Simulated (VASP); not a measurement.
Write the native input for VASP 6.6.1 that does the following.

* Task: single point
* Functional: HSE06
* Potentials or basis: VASP PAW PBE potentials, release 64 (Rb_sv, Br)
* Cutoff: 520 eV
* k mesh: 4 × 4 × 4
* Occupations: gaussian, width 0.01 eV
* Spin: no spin polarisation
* Dipole correction: no
* Grid for exact exchange (PRECFOCK): Normal
* Further INCAR settings: ALGO = Normal; EDIFF = 1e-06; NBANDS = 15
* Share of exact exchange: 0.25
* Screening parameter: 0.2079 1/Å

The system is RbBr.

```
CELL_PARAMETERS angstrom
4.22200 -0.11150 -0.11150
-0.11150 4.22200 -0.11150
-0.11150 -0.11150 4.22200
ATOMIC_POSITIONS crystal
Rb 0.00000 0.00000 0.00000
Br 0.50000 0.50000 0.50000
```

This cell differs from its parent crystal: epitaxial 111 strain +5.0%.

These files were run (other wordings do the same):

POSCAR

```
RbBr
1.0
    4.2219958348     -0.1115015399     -0.1115015399
   -0.1115015399      4.2219958348     -0.1115015399
   -0.1115015399     -0.1115015399      4.2219958348
Rb Br
1 1
Direct
    0.0000000000      0.0000000000      0.0000000000
    0.5000000000      0.5000000000      0.5000000000
```

INCAR.step1

```
SYSTEM = RbBr
PREC     = Accurate       ! precision mode
ENCUT    = 520            ! plane-wave cutoff, eV
EDIFF    = 1E-5           ! SCF threshold, eV
ISMEAR   = 0              ! smearing method
SIGMA    = 0.01           ! smearing width, eV
LREAL    = .False.        ! projectors in reciprocal space
LASPH    = .True.         ! aspherical terms in the spheres
NELM     = 100            ! most SCF steps
ALGO     = Normal         ! electronic algorithm
ISIF     = 2              ! what is computed and relaxed
LWAVE    = .True.         ! write WAVECAR
LCHARG   = .False.        ! write CHGCAR
NBANDS   = 15             ! bands
GGA      = PE             ! functional
```

INCAR.step2

```
SYSTEM = RbBr
PREC     = Accurate       ! precision mode
ENCUT    = 520            ! plane-wave cutoff, eV
EDIFF    = 1E-6           ! SCF threshold, eV
ISMEAR   = 0              ! smearing method
SIGMA    = 0.01           ! smearing width, eV
LREAL    = .False.        ! projectors in reciprocal space
LASPH    = .True.         ! aspherical terms in the spheres
NELM     = 100            ! most SCF steps
ALGO     = Normal         ! electronic algorithm
ISIF     = 2              ! what is computed and relaxed
LWAVE    = .False.        ! write WAVECAR
LCHARG   = .False.        ! write CHGCAR
GGA      = PE             ! functional
LHFCALC  = .True.         ! exact exchange
HFSCREEN = 0.2079         ! screening, 1/A
PRECFOCK = Normal       
NBANDS   = 15             ! bands
ISTART   = 1
```

KPOINTS

```
regular mesh
0
Gamma
  4 4 4
  0 0 0
```

Potentials or basis: VASP PAW PBE potentials, release 64 (Rb_sv, Br).

The run is started by

```bash
$ cat potpaw_PBE.64/Rb_sv/POTCAR potpaw_PBE.64/Br/POTCAR > POTCAR
$ cp INCAR.step1 INCAR
$ mpirun -np 1 vasp_std > vasp.out
$ cp INCAR.step2 INCAR
$ mpirun -np 1 vasp_std > vasp.out
```

Results of the run:

```yaml
Pressure: -0.3 GPa
Band_gap_on_the_k_mesh: 5.04 eV (least direct gap 5.17 eV)
```

Caveat: the cell differs from its parent crystal (epitaxial 111 strain +5.0%); the structure was generated, so it needn't be the stable form of RbBr; the PAW data sets were made with another functional, which shifts forces and pressure a little.

It took 5 min on 1 thread of Oxide Virtual Turin-like Processor (shared host), peak memory 0.26 GiB.
